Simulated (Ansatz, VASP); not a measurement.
**Cu in VASP and in Ansatz**

```
CELL_PARAMETERS angstrom
0.00000 1.57685 1.57685
1.57685 0.00000 1.57685
1.57685 1.57685 0.00000
ATOMIC_POSITIONS crystal
Cu 0.00000 0.00000 0.00000
```

Change from the starting cell: volume scaled by 0.72, PAW files.

Alike in both runs: task single point; functional LDA; k mesh 18 × 18 × 18; occupations fermi-dirac, width 0.05 eV; no spin polarisation.

|  | VASP | Ansatz |
| --- | --- | --- |
| version | VASP 6.6.1 | Ansatz 0.2.0 |
| potentials or method | VASP PAW LDA potentials, release 64 (Cu) | PAW with Ansatz's default frozen-core files, scalar-relativistic |
| plane-wave cutoff (eV) | 520 | 420 |
| valence electrons in the cell | 11 | 19 |

Ansatz gave:

- pressure (GPa): 138.9

Q: What did VASP give for the same quantities?

A: Pressure (GPa): 140.6.

LDA's correlation is that of Perdew and Zunger in VASP and of Perdew and Wang (1992) in Ansatz. Both programs put the cell under a high pressure, so it lies far from rest at this level. VASP's potentials hold 11 valence electrons a cell and Ansatz's 19, so a difference there can come from the potentials and not from the codes.

Noted on VASP's run: the cell as given lies far from equilibrium.
